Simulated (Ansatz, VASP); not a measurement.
# ScAl in VASP and in Ansatz

```
Sc Al
1.0
     3.37035    0.00000    0.00000
     0.00000    3.37035    0.00000
     0.00000    0.00000    3.37035
Sc Al
1 1
Direct
  0.50000 0.50000 0.55563
  0.00000 0.00000 0.00000
```

Change from the starting cell: all Sc atoms moved +0.188 Å, as atom 1 along Cartesian [0 0 1].

Alike in both runs: task single point; functional r2SCAN; k mesh 14 × 14 × 14; occupations gaussian, width 0.15 eV; no spin polarisation.

```csv
,VASP,Ansatz
version,VASP 6.6.1,Ansatz 0.2.0
potentials or method,"VASP PAW PBE potentials, release 64 (Sc_sv, Al), cutoff 520 eV","scalar-relativistic, plane waves, PAW"
valence electrons in the cell,14,14
```

VASP gave:

```
gap on the k mesh at the Fermi level (eV)                     : none
pressure (GPa)                                                : 1.1
traceless stress, the component that is largest in VASP (GPa) : -0.43
rms of the force components (eV/Å)                            : 0.581
```

Problem. What did Ansatz give for the same quantities?

Solution. gap on the k mesh at the Fermi level (eV): none; pressure (GPa): 0.9; traceless stress, the component that is largest in VASP (GPa): -0.41; rms of the force components (eV/Å): 0.577.

VASP's potentials were made for PBE, not for r2SCAN. Atom by atom the forces differ by 0.004 eV/Å (rms over components). A gap of «none» marks a metal or a gap that the smearing closes. With one functional, cell and mesh, what is left measures potentials, basis and numerics.
